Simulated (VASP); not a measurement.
# CuO (P2_1/c) in VASP: single point with PBE

Aim: the single point of CuO with PBE.

All numbers are computed with VASP 6.6.1; they aren't measurements. Logs are shortened: lines on timing, memory, paths and dates and some standing lists are left out, and cuts for length are marked.

## 1. The cell of the first run

Symmetry: P2_1/c, No. 14, monoclinic system. The conventional cell has a = 4.193 Å, b = 4.139 Å, c = 6.521 Å, α = 90.00°, β = 127.78°, γ = 90.00°. Within 2.6 Å of Cu (site symmetry 1) lie 4 O at 1.95 to 1.96 Å. O (site symmetry 1) has 4 Cu at 1.95 to 1.96 Å and 2 O at 2.56 to 2.60 Å within 2.7 Å.

## 2. Single point, PBE, collinear spin

INCAR

```
SYSTEM = CuO
PREC = Accurate
ENCUT = 520
EDIFF = 1E-6
ISMEAR = 0
SIGMA = 0.02
LREAL = Auto
LASPH = .TRUE.
NELM = 150
ALGO = Normal
ISIF = 2
LWAVE = .FALSE.
LCHARG = .FALSE.
ISPIN = 2
MAGMOM = 1 -1 -1 1 1 -1 -1 1 0 0 0 0 0 0 0 0
LORBIT = 11
LMAXMIX = 4
GGA = PE
NBANDS = 86
```

KPOINTS

```
regular mesh
0
G
  3 6 3
  0 0 0
```

POSCAR

```
CuO
1.0
    3.6888580266      0.0000000000      5.3767411234
    0.0000000000      4.1394256588      0.0000000000
   -4.6830541861      0.0000000000      4.8904253292
Cu O
8 8
Direct
    0.1254324511      0.2522374450      0.8771892384
    0.6254340205      0.2522446050      0.3771926166
    0.3745659795      0.7477553950      0.6228073834
    0.8745675489      0.7477625550      0.1228107616
    0.3745675489      0.7522374450      0.1228107616
    0.8745659795      0.7522446050      0.6228073834
    0.1254340205      0.2477553950      0.3771926166
    0.6254324511      0.2477625550      0.8771892384
    0.1237959973      0.4891626999      0.1279767880
    0.6237955515      0.4891723970      0.6279763498
    0.3762040027      0.9891626999      0.8720232120
    0.8762044485      0.9891723970      0.3720236502
    0.3762044485      0.5108276030      0.3720236502
    0.8762040027      0.5108373001      0.8720232120
    0.1237955515      0.0108276030      0.6279763498
    0.6237959973      0.0108373001      0.1279767880
```

Potentials or basis: VASP PAW PBE potentials, release 64 (Cu, O).

Launch:

```sh
> cat potpaw_PBE.64/Cu/POTCAR potpaw_PBE.64/O/POTCAR > POTCAR
> mpirun -np 1 vasp_std > vasp.out
```

OUTCAR:

```text
SYSTEM = CuO
   PREC = Accurate
   ENCUT = 520
   EDIFF = 1E-6
   ISMEAR = 0
   LREAL = Auto
   LASPH = .TRUE.
   NELM = 150
   ISIF = 2
   ISPIN = 2
   LORBIT = 11
   GGA = PE

 ion  position               nearest neighbor table
   1  0.125  0.252  0.877-  14 1.95  11 1.96   9 1.96  15 1.96
   2  0.625  0.252  0.377-  13 1.95  12 1.96  10 1.96  16 1.96
   3  0.375  0.748  0.623-  10 1.95  15 1.96  13 1.96  11 1.96
   4  0.875  0.748  0.123-   9 1.95  16 1.96  14 1.96  12 1.96
   5  0.375  0.752  0.123-  16 1.95   9 1.96  11 1.96  13 1.96
   6  0.875  0.752  0.623-  15 1.95  10 1.96  12 1.96  14 1.96
[... 8 lines left out ...]
  15  0.124  0.011  0.628-   6 1.95   3 1.96   7 1.96   1 1.96
  16  0.624  0.011  0.128-   5 1.95   4 1.96   8 1.96   2 1.96

  LATTYP: Found a simple monoclinic cell.
 ALAT       =     6.5205075453
 B/A-ratio  =     0.6348318179
 C/A-ratio  =     1.0384253321
 COS(beta)  =    -0.2042871099

  Lattice vectors:

 A1 = (   3.6888580266,   0.0000000000,   5.3767411234)
 A2 = (   0.0000000000,  -4.1394256588,   0.0000000000)
 A3 = (   4.6830541861,   0.0000000000,  -4.8904253292)

Analysis of symmetry for initial positions (statically):
=====================================================================
 Subroutine PRICEL returns:
 Original cell was already a primitive cell.

 Routine SETGRP: Setting up the symmetry group for a
 simple monoclinic supercell.

 Subroutine GETGRP returns: Found  4 space group operations
 (whereof  2 operations were pure point group operations)
 out of a pool of  4 trial point group operations.

The static configuration has the point symmetry S_2 .
 The point group associated with its full space group is C_2h.

Analysis of symmetry for dynamics (positions and initial velocities):
=====================================================================
 Subroutine PRICEL returns:
 Original cell was already a primitive cell.

 Routine SETGRP: Setting up the symmetry group for a
 simple monoclinic supercell.

 Subroutine GETGRP returns: Found  4 space group operations
 (whereof  2 operations were pure point group operations)
 out of a pool of  4 trial point group operations.

The dynamic configuration has the point symmetry S_2 .
 The point group associated with its full space group is C_2h.

Analysis of structural, dynamic, and magnetic symmetry:
=====================================================================
 Subroutine PRICEL returns:
 Original cell was already a primitive cell.

 Routine SETGRP: Setting up the symmetry group for a
 simple monoclinic supercell.

 Subroutine GETGRP returns: Found  4 space group operations
 (whereof  2 operations were pure point group operations)
 out of a pool of  4 trial point group operations.

The overall configuration has the point symmetry S_2 .
 The point group associated with its full space group is C_2h.

 Subroutine INISYM returns: Found  4 space group operations
 (whereof  2 operations are pure point group operations),
 and found     1 'primitive' translations

----------------------------------------------------------------------------------------

                                     Primitive cell

  volume of cell :     178.9045

  direct lattice vectors                    reciprocal lattice vectors
     3.688858027  0.000000000  5.376741123     0.113152809  0.000000000  0.108354734
     0.000000000  4.139425659  0.000000000     0.000000000  0.241579408  0.000000000
    -4.683054186  0.000000000  4.890425329    -0.124404999  0.000000000  0.085351400

  length of vectors
     6.520507545  4.139425659  6.771060213     0.156666226  0.241579408  0.150869034

  position of ions in fractional coordinates (direct lattice)
     0.125432451  0.252237445  0.877189238
     0.625434021  0.252244605  0.377192617
     0.374565979  0.747755395  0.622807383
     0.874567549  0.747762555  0.122810762
     0.374567549  0.752237445  0.122810762
     0.874565979  0.752244605  0.622807383
[... 8 lines left out ...]
     0.123795552  0.010827603  0.627976350
     0.623795997  0.010837300  0.127976788

  ion indices of the primitive-cell ions
[... 67 lines left out ...]
   number of dos      NEDOS =    301   number of ions     NIONS =     16
   total plane-waves  NPLWV =  76800
   dimension x,y,z NGX =    48 NGY =   32 NGZ =   50
   dimension x,y,z NGXF=    96 NGYF=   64 NGZF=  100
   ions per type =               8   8
   NGX,Y,Z   is equivalent  to a cutoff of  12.24, 12.85, 12.28 a.u.
   NGXF,Y,Z  is equivalent  to a cutoff of  24.48, 25.70, 24.55 a.u.
 SYSTEM =  CuO
   PREC   = accura    normal or accurate (medium, high low for compatibility)
   ISTART =      0    job   : 0-new  1-cont  2-samecut
   ICHARG =      2    charge: 1-file 2-atom 10-const
   ISPIN  =      2    spin polarized calculation?
   LNONCOLLINEAR =      F non collinear calculations
   LSORBIT =      F    spin-orbit coupling
   LASPH  =      T    aspherical Exc in radial PAW
   ENCUT  =  520.0 eV  38.22 Ry    6.18 a.u.  12.12  7.70 12.59*2*pi/ulx,y,z
   NELM   =    150;   NELMIN=  2; NELMDL= -5     # of ELM steps
   EDIFF  = 0.1E-05   stopping-criterion for ELM
   LREAL  =      T    real-space projection
   EDIFFG = 0.1E-04   stopping-criterion for IOM
   NSW    =      0    number of steps for IOM
   IBRION =     -1    ionic relax: 0-MD 1-quasi-New 2-CG
   NFREE  =      0    steps in history (QN), initial steepest desc. (CG)
   ISIF   =      2    stress and relaxation
   ISYM   =      2    0-nonsym 1-usesym 2-fastsym
   POTIM  = 0.5000    time-step for ionic-motion
   TEBEG  =    0.0;   TEEND  =   0.0 temperature during run
   PSTRESS=    0.0 pullay stress
   NELECT =     136.0000    total number of electrons
   NUPDOWN=      -1.0000    fix difference up-down
   EMIN   =  10.00;   EMAX   =-10.00  energy-range for DOS
   EFERMI =   0.00;   METHOD = LEGACY
   ISMEAR =     0;   SIGMA  =   0.02  broadening in eV -4-tet -1-fermi 0-gaus
   EFERMI_NEDOS =   21; number of points for ismear=-14 and -15
   IALGO  =     38    algorithm
   IMIX   =      4    mixing-type and parameters
     AMIX     =   0.40;   BMIX     =  1.00
     AMIX_MAG =   1.60;   BMIX_MAG =  1.00
  volume/ion in A,a.u.               =      11.18        75.46
  Fermi-wavevector in a.u.,A,eV,Ry     =   1.494103  2.823446 30.372900  2.232345
  Thomas-Fermi vector in A             =   2.606419
   LORBIT       =     11    0 simple, 1 ext, 2 COOP (PROOUT), +10 PAW based schemes
   GGA     = PE    functional components
   LHFCALC =     F    Hartree Fock is set to
   AEXX    =    0.0000 exact exchange contribution
   IVDW    =     0    specifies the selected vdW correction
   LEPSILON=     F    determine dielectric tensor
   LRPA    =     F    only Hartree local field effects (RPA)
 spin polarized calculation
 Gauss-broadening in eV      SIGMA  =   0.02
  energy-cutoff  :      520.00
  volume of cell :      178.90
 maximum number of plane-waves:      4833
   NGX = 25   NGY = 15   NGZ = 25

 number of electron     136.0000010 magnetization      -0.0006274

 number of electron     136.0000010 magnetization       0.0001055

 Free energy of the ion-electron system (eV)
  ---------------------------------------------------
  ext. energy  EPLUGINS =         0.00000000
  ---------------------------------------------------
  free energy    TOTEN  =       -78.90432456 eV

  energy without entropy =      -78.90305614  energy(sigma->0) =      -78.90369035

 E-fermi :   4.7674     XC(G=0): -11.2666

 val. band max:        4.7481539963   @ k =   0.3333   0.0000   0.3333
 cond. band min:       4.7763984645   @ k =  -0.3333   0.0000   0.3333
 fundamental gap:      0.0282444682
 Fermi energy:         4.7674180924

 spin component 1

 k-point     1 :       0.0000    0.0000    0.0000
  band No.  band energies     occupation
      1     -14.9027      1.00000
      2     -13.9931      1.00000
      3     -13.9646      1.00000
      4     -13.9405      1.00000
      5     -13.9141      1.00000
      6     -13.7603      1.00000
[... 1649 lines left out ...]
     79       9.9835      0.00000
     80       9.9835      0.00000
 Fermi energy:         4.7674180924

 spin component 2

 k-point     1 :       0.0000    0.0000    0.0000
  band No.  band energies     occupation
      1     -14.9027      1.00000
      2     -13.9931      1.00000
      3     -13.9648      1.00000
      4     -13.9406      1.00000
      5     -13.9141      1.00000
      6     -13.7602      1.00000
[... 1649 lines left out ...]
     79       9.9835      0.00000
     80       9.9835      0.00000
 [bands above 80 left out]

------------------------ aborting loop because EDIFF is reached ----------------------------------------

  FORCE on cell =-STRESS in cart. coord.  units (eV):
  Direction    XX          YY          ZZ          XY          YZ          ZX
  --------------------------------------------------------------------------------------
  -------------------------------------------------------------------------------------
  Total        0.5995922      0.6244653      0.9680904      0.0000000      0.0000000     -0.0204332
  in kB        5.3696397      5.5923905      8.6697209      0.0000000      0.0000000     -0.1829892
  external PRESSURE =       6.5439170 kB  Pullay stress =       0.0000000 kB

 VOLUME and BASIS-vectors are now :
 -----------------------------------------------------------------------------
  energy-cutoff  :      520.00
  volume of cell :      178.90
      direct lattice vectors                 reciprocal lattice vectors
     3.688858027  0.000000000  5.376741123     0.113152809  0.000000000  0.108354734
     0.000000000  4.139425659  0.000000000     0.000000000  0.241579408  0.000000000
    -4.683054186  0.000000000  4.890425329    -0.124404999  0.000000000  0.085351400

 POSITION                                       TOTAL-FORCE (eV/Angst)
 -----------------------------------------------------------------------------------
     -3.64522      1.04412      4.96425         0.006838     -0.008201     -0.000637
      0.54072      1.04415      5.20743         0.007146     -0.008489     -0.000860
     -1.53492      3.09528      5.05974        -0.007146      0.008489      0.000860
      2.65103      3.09531      5.30292        -0.006838      0.008201      0.000637
      0.80660      3.11383      2.61455        -0.006838     -0.008201      0.000637
      0.30951      3.11386      7.74811        -0.007146     -0.008489      0.000860
[... 8 lines left out ...]
     -2.48418      0.04482      3.73669         0.005679      0.006436      0.001468
      1.70177      0.04486      3.97985         0.005585      0.006287      0.001434
 -----------------------------------------------------------------------------------
    total drift:                               -0.000000     -0.000000      0.000000

  FREE ENERGIE OF THE ION-ELECTRON SYSTEM (eV)
  ---------------------------------------------------
  free  energy   TOTEN  =       -78.9043245556 eV

  energy  without entropy=      -78.9030561356  energy(sigma->0) =      -78.90369035

 total charge

# of ion       s       p       d       tot
------------------------------------------
    1        0.388   0.381   9.113   9.882
    2        0.388   0.381   9.113   9.882
    3        0.388   0.381   9.113   9.882
    4        0.388   0.381   9.113   9.882
    5        0.388   0.381   9.113   9.882
    6        0.388   0.381   9.113   9.882
[... 8 lines left out ...]
   15        1.574   3.380   0.000   4.954
   16        1.574   3.380   0.000   4.954
--------------------------------------------------
tot         15.694  30.089  72.904 118.687

 magnetization (x)

# of ion       s       p       d       tot
------------------------------------------
    1       -0.003  -0.003   0.287   0.281
    2        0.003   0.003  -0.287  -0.281
    3        0.003   0.003  -0.287  -0.281
    4       -0.003  -0.003   0.287   0.281
    5       -0.003  -0.003   0.287   0.281
    6        0.003   0.003  -0.287  -0.281
[... 8 lines left out ...]
   15       -0.003  -0.086   0.000  -0.089
   16        0.003   0.086   0.000   0.089
--------------------------------------------------
tot          0.000   0.000   0.000   0.000
```

Wall time 32 min (1 thread of Oxide Virtual Turin-like, shared host); peak memory 0.54 GiB.

What came out:

```
Free energy                                           : -78.9043 eV
Pressure                                              : 0.7 GPa
Largest force                                         : 0.011 eV/Å
Band gap on the k mesh                                : zero (filled and empty bands overlap)
Net moment                                            : 0.00 μB per cell
Site moments                                          : Cu +0.28, -0.28 (each value once); O +0.09, -0.09 (each value once) μB
Valence electrons inside the program's atomic spheres : Cu 9.88; O 4.95
```

Forces in eV/Å, atoms in the order of the input:
```
Cu   0.007 -0.008 -0.001
Cu   0.007 -0.008 -0.001
Cu  -0.007  0.008  0.001
Cu  -0.007  0.008  0.001
Cu  -0.007 -0.008  0.001
Cu  -0.007 -0.008  0.001
Cu   0.007  0.008 -0.001
Cu   0.007  0.008 -0.001
O    0.006 -0.006  0.001
O    0.006 -0.006  0.001
O   -0.006 -0.006 -0.001
O   -0.006 -0.006 -0.001
O   -0.006  0.006 -0.001
O   -0.006  0.006 -0.001
O    0.006  0.006  0.001
O    0.006  0.006  0.001
```

Caveat: semilocal functionals often make such compounds metallic where correlation or magnetic order opens a gap, which also shifts bond lengths. With open d or f shells a metallic result of PBE can be an artefact of self-interaction; +U or a hybrid may open a gap.
